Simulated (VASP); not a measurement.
# NbH2 (R-3m) in VASP: further runs, part 2 of 2

VASP 6.6.1. The steps go on from the part before.

## (4) Single point, PBEsol (7.48 Å³/atom)

This run uses another cell than the first one, of 7.48 Å³/atom.

File INCAR:

```
SYSTEM = NbH2
ALGO = Normal ; EDIFF = 1E-6
ENCUT = 520 ; GGA = PS
ISIF = 2 ; ISMEAR = 0
LASPH = .True. ; LCHARG = .True.
LELF = .True. ; LREAL = .False.
LVHAR = .True. ; LWAVE = .False.
NBANDS = 14 ; NELM = 80
PREC = Accurate ; SIGMA = 0.15
```

File KPOINTS:

```
k-points
0
Gamma
  16 16 16
  0 0 0
```

File POSCAR:

```
NbH2
1.0
    0.0914052944      2.2851323612      2.2851323612
    2.2851323612      0.0914052944      2.2851323612
    2.2851323612      2.2851323612      0.0914052944
Nb H
1 2
Direct
    0.0000000000      0.0000000000      0.0000000000
    0.2500000000      0.2500000000      0.2500000000
    0.7500000000      0.7500000000      0.7500000000
```

Potentials or basis: VASP PAW PBE potentials, release 64 (Nb_sv, H).

Launch:

```
$ cat potpaw_PBE.64/Nb_sv/POTCAR potpaw_PBE.64/H/POTCAR > POTCAR
$ mpirun -np 1 vasp_std > vasp.out
```

OUTCAR:

```text
SYSTEM = NbH2
   EDIFF = 1E-6
   ENCUT = 520
   GGA = PS
   ISIF = 2
   ISMEAR = 0
   LASPH = .True.
   LREAL = .False.
   NELM = 80
   PREC = Accurate

 ion  position               nearest neighbor table
   1  0.000  0.000  0.000-   3 1.91   3 1.91   2 1.91   2 1.91   3 1.91   2 1.91
   2  0.250  0.250  0.250-   1 1.91   1 1.91   1 1.91
   3  0.750  0.750  0.750-   1 1.91   1 1.91   1 1.91

  LATTYP: Found a trigonal (rhomboedric) cell.
 ALAT       =     3.2329575847
 COS(alpha) =     0.5395683453

[... 600 lines left out ...]

  FORCE on cell =-STRESS in cart. coord.  units (eV):
  Direction    XX          YY          ZZ          XY          YZ          ZX
  --------------------------------------------------------------------------------------
  -------------------------------------------------------------------------------------
  Total        0.8398974      0.8398974      0.8398974     -0.8559795     -0.8559795     -0.8559795
  in kB       59.9832646     59.9832646     59.9832646    -61.1318074    -61.1318074    -61.1318074
  external PRESSURE =      59.9832646 kB  Pullay stress =       0.0000000 kB

 VOLUME and BASIS-vectors are now :
 -----------------------------------------------------------------------------
  energy-cutoff  :      520.00
  volume of cell :       22.43
      direct lattice vectors                 reciprocal lattice vectors
     0.091405294  2.285132361  2.285132361    -0.232391681  0.223453540  0.223453540
     2.285132361  0.091405294  2.285132361     0.223453540 -0.232391681  0.223453540
     2.285132361  2.285132361  0.091405294     0.223453540  0.223453540 -0.232391681

 POSITION                                       TOTAL-FORCE (eV/Angst)
 -----------------------------------------------------------------------------------
      0.00000      0.00000      0.00000         0.000000      0.000000      0.000000
      1.16542      1.16542      1.16542        -0.200326     -0.200326     -0.200326
      3.49625      3.49625      3.49625         0.200326      0.200326      0.200326
 -----------------------------------------------------------------------------------
    total drift:                               -0.000000      0.000000      0.000000

  FREE ENERGIE OF THE ION-ELECTRON SYSTEM (eV)
  ---------------------------------------------------
  free  energy   TOTEN  =       -18.4438516257 eV

  energy  without entropy=      -18.4338668581  energy(sigma->0) =      -18.43885924
```

OSZICAR:

```text
N       E                     dE             d eps       ncg     rms          rms(c)
DAV:   1     0.121846586444E+03    0.12185E+03   -0.79247E+03 11716   0.106E+03
DAV:   2    -0.147607470821E+02   -0.13661E+03   -0.12908E+03 13530   0.376E+02
DAV:   3    -0.195560008908E+02   -0.47953E+01   -0.45849E+01 17162   0.629E+01
DAV:   4    -0.198211889495E+02   -0.26519E+00   -0.26443E+00 15410   0.133E+01
DAV:   5    -0.198265619051E+02   -0.53730E-02   -0.53720E-02 16886   0.178E+00    0.101E+01
DAV:   6    -0.185983499740E+02    0.12282E+01   -0.13368E+00 18318   0.138E+01    0.326E+00
DAV:   7    -0.184456577323E+02    0.15269E+00   -0.35424E-01 19546   0.593E+00    0.825E-01
DAV:   8    -0.184436575764E+02    0.20002E-02   -0.28589E-02 15884   0.207E+00    0.314E-01
DAV:   9    -0.184439505752E+02   -0.29300E-03   -0.30560E-03 19022   0.539E-01    0.759E-02
DAV:  10    -0.184438531101E+02    0.97465E-04   -0.21927E-04 12476   0.134E-01    0.114E-02
DAV:  11    -0.184438525309E+02    0.57921E-06   -0.14196E-05 17110   0.341E-02    0.558E-03
DAV:  12    -0.184438516257E+02    0.90524E-06   -0.51752E-07  7566   0.945E-03
   1 F= -.18443852E+02 E0= -.18438859E+02  d E =-.998477E-02
```

Run time: 32 s. Hardware: 1 thread of Intel Xeon 6975P-C (Granite Rapids), shared host; peak memory 0.24 GiB.

What came out:

| Item | Value |
| --- | --- |
| Free energy | -18.4439 eV |
| Pressure | 6.0 GPa |
| Largest force | 0.347 eV/Å |
| Band gap on the k mesh | zero (an odd number of electrons rules out a gap without spin polarisation) |

Forces in eV/Å, atoms in the order of the input:
```
Nb   0.000  0.000  0.000
H   -0.200 -0.200 -0.200
H    0.200  0.200  0.200
```

Caveat: the cell stands under pressure; the PAW data sets were made with another functional, which shifts forces and pressure a little.

## (5) Overview

| cell | gap on the mesh (eV) | pressure (GPa) | largest force (eV/Å) |
| --- | --- | --- | --- |
| a = 3.076 Å, angles 62.7°, 3 atoms | none | 12.3 | 0.51 |
| a = 3.203 Å, angles 57.3°, 3 atoms | none | 12.3 | 0.39 |
| a = 3.233 Å, angles 57.3°, 3 atoms | none | 6.0 | 0.35 |

Alike in all rows: task single point; level PBEsol; potentials or basis VASP PAW PBE potentials, release 64 (Nb_sv, H); no spin polarisation; k mesh 16 × 16 × 16; cutoff (eV) 520; smearing gaussian 0.15 eV.

Caveats: the cell stands under pressure; the PAW data sets were made with another functional, which shifts forces and pressure a little.

Absolute energies hang on the potentials; compare differences alone.
